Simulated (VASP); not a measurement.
Set up this calculation in VASP 6.6.1, as the native input.

- Task: relaxation of cell and atoms
- Functional: PBE
- Potentials or basis: VASP PAW PBE potentials, release 64 (Dy_3, C), 4f in core
- Cutoff: 600 eV
- k mesh: 5 × 5 × 4
- Occupations: gaussian, width 0.2 eV
- Spin: no spin polarisation
- Dipole correction: no
- Further INCAR settings: ALGO = Normal; EDIFF = 1e-07; IBRION = 2; EDIFFG = -0.08; NSW = 36; ISIF = 3

The structure of Dy3C lies in POSCAR:

```
Dy3C
1.0
    5.1004536200      0.0000000000      0.0000000000
   -2.5502268100      4.4171224000      0.0000000000
    0.0000000000      0.0000000000      4.6324698800
Dy C
3 1
Direct
    0.5000000000      0.0000000000      0.5000000000
    0.0000000000      0.5000000000      0.5000000000
    0.5000000000      0.5000000000      0.5000000000
    0.0000000000      0.0000000000      0.0000000000
```

The cell was generated, and may not be a known phase.

These files were run (other wordings do the same):

INCAR

```
PREC     = Accurate       # precision mode
ENCUT    = 600            # plane-wave cutoff, eV
EDIFF    = 1E-7           # SCF threshold, eV
ISMEAR   = 0              # smearing method
SIGMA    = 0.2            # smearing width, eV
LREAL    = F              # projectors in reciprocal space
LASPH    = T              # aspherical terms in the spheres
NELM     = 200            # most SCF steps
ALGO     = Normal         # electronic algorithm
ISIF     = 3              # what is computed and relaxed
LWAVE    = F              # write WAVECAR
LCHARG   = F              # write CHGCAR
GGA      = PE             # functional
IBRION   = 2              # ionic algorithm
NSW      = 36             # ionic steps
EDIFFG   = -0.08          # ionic threshold
GGA_COMPAT= F            
NELMIN   = 4            
LMAXMIX  = 6              # l up to which the mixer works
```

KPOINTS

```
Automatic mesh
0
Gamma
  5 5 4
```

Potentials or basis: VASP PAW PBE potentials, release 64 (Dy_3, C), 4f in core.

Launch:

```console
$ cat potpaw_PBE.64/Dy_3/POTCAR potpaw_PBE.64/C/POTCAR > POTCAR
$ mpirun -np 1 vasp_std > vasp.out
```

It gave:

```yaml
Relaxed_volume: 23.16 Å³/atom
Relaxed_cell: a = 5.840 Å, b = 5.840 Å, c = 3.136 Å, α = 90.00°, β = 90.00°, γ = 120.00°
Space_group_after_relaxing_to_0.1_Å: P6/mmm (No. 191)
Energy_gained_by_relaxing: 1517.2 meV/atom
Ionic_steps: 10
Pressure_after_relaxing: 0.0 GPa
Band_gap_on_the_k_mesh: zero (an odd number of electrons rules out a gap without spin polarisation)
```

Caveat: a cell axis changed by over 15 % at a fixed basis, so the end point is rough; spin-orbit coupling is left out, which moves the levels of the heavy elements; the 4f electrons are frozen in the core, so they carry no moment and show no levels.

Wall time 6.6 min on 1 thread of Intel(R) Xeon(R) Platinum 8488C (Sapphire Rapids) (shared host), peak memory 0.29 GiB.
